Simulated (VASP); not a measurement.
Runs of VASP 6.6.1 on ZnH2. The structure is that of space group P6_3/mmc (No. 194), or close to it. The cells are those of the table. 

```csv
task,cell,k mesh,cutoff (eV),gap on the mesh (eV),pressure (GPa),relaxed volume (Å³/atom),largest force (eV/Å)
single point,"a = 2.675, b = 2.675, c = 8.217 Å, angles 90.0, 90.0, 120.0°, 6 atoms",18 × 18 × 6,520,none,0.1,-,0.01
relaxation of cell and atoms,"relaxed from a = 2.672, b = 2.672, c = 8.248 Å, angles 90.0, 90.0, 120.0°, 6 atoms",18 × 18 × 6,600,none,0.1,8.50,-
relaxation of cell and atoms,"relaxed from a = 2.834, b = 2.834, c = 7.307 Å, angles 90.0, 90.0, 120.0°, 6 atoms",6 × 6 × 4,600,none,0.0,(a),0.04
single point,"a = 2.672, b = 2.672, c = 8.248 Å, angles 90.0, 90.0, 120.0°, 6 atoms",6 × 6 × 4,520,none,0.1,-,0.01
```

Alike in all rows: level PBE; potentials or basis VASP PAW PBE potentials, release 64 (Zn, H); no spin polarisation; smearing gaussian 0.1 eV.

Task: Fill in the values left out.

Result: (a) 7.97.

Caveats: some runs use coarse meshes.

A gap of «none» marks levels without a gap at the run's occupations.
